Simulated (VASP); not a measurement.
## TiO2 (Rutile): single point with PBE

Crystal: TiO2 (Rutile).

```
CELL_PARAMETERS angstrom
4.59220 0.00000 0.00000
0.00000 4.59220 0.00000
0.00000 0.00000 2.95740
ATOMIC_POSITIONS crystal
Ti 0.00000 0.00000 0.00000
Ti 0.50000 0.50000 0.50000
O 0.30496 0.30496 0.00000
O 0.19504 0.80496 0.50000
O 0.69504 0.69504 0.00000
O 0.80496 0.19504 0.50000
```

```yaml
Program: VASP 6.6.1
Task: single point
Functional: PBE
Potentials_or_basis: VASP PAW PBE potentials, release 64 (Ti_sv, O)
Cutoff: 520 eV
k_mesh: 4 × 4 × 6
Occupations: gaussian, width 0.05 eV
Spin: no spin polarisation
Dipole_correction: no
Further_INCAR_settings: ALGO = Normal; EDIFF = 1e-06; NBANDS = 33
```

```json
{
 "Pressure": "6.1 GPa",
 "Largest force": "0.126 eV/Å",
 "Band gap on the k mesh": "1.87 eV, direct"
}
```

Forces on the atoms (eV/Å):
```
Ti   0.000  0.000  0.000
Ti   0.000  0.000  0.000
O   -0.089 -0.089  0.000
O    0.089 -0.089  0.000
O    0.089  0.089  0.000
O   -0.089  0.089  0.000
```

Stress tensor (GPa, compression positive):
```
6.20 0.00 0.00
0.00 6.20 0.00
0.00 0.00 5.75
```

Levels at points of the mesh, in eV from the valence-band top:
| k point | band 21 | band 22 | band 23 | band 24 | band 25 | band 26 | band 27 | band 28 |
| --- | --- | --- | --- | --- | --- | --- | --- | --- |
| (0.00, 0.00, 0.00) | -0.70 | -0.44 | -0.44 | 0.00 | 1.87 | 2.18 | 2.40 | 2.49 |
| (0.50, 0.00, 0.00) | -1.64 | -1.64 | -0.75 | -0.75 | 2.55 | 2.55 | 3.02 | 3.02 |
| (0.50, 0.50, 0.00) | -1.31 | -1.31 | -1.05 | -1.05 | 1.91 | 1.91 | 2.52 | 2.52 |
| (0.00, 0.00, 0.50) | -2.36 | -2.36 | -1.42 | -1.42 | 2.96 | 2.96 | 3.16 | 3.16 |
| (0.50, 0.00, 0.50) | -2.04 | -2.04 | -1.03 | -1.03 | 1.91 | 1.91 | 3.19 | 3.19 |
| (0.50, 0.50, 0.50) | -1.28 | -1.28 | -0.67 | -0.67 | 2.59 | 2.59 | 3.21 | 3.21 |

It took 37 s on 1 thread of AMD EPYC 9R45 96-Core Processor (Zen 5) (shared host), peak memory 0.16 GiB.

A k mesh can miss the band edges.
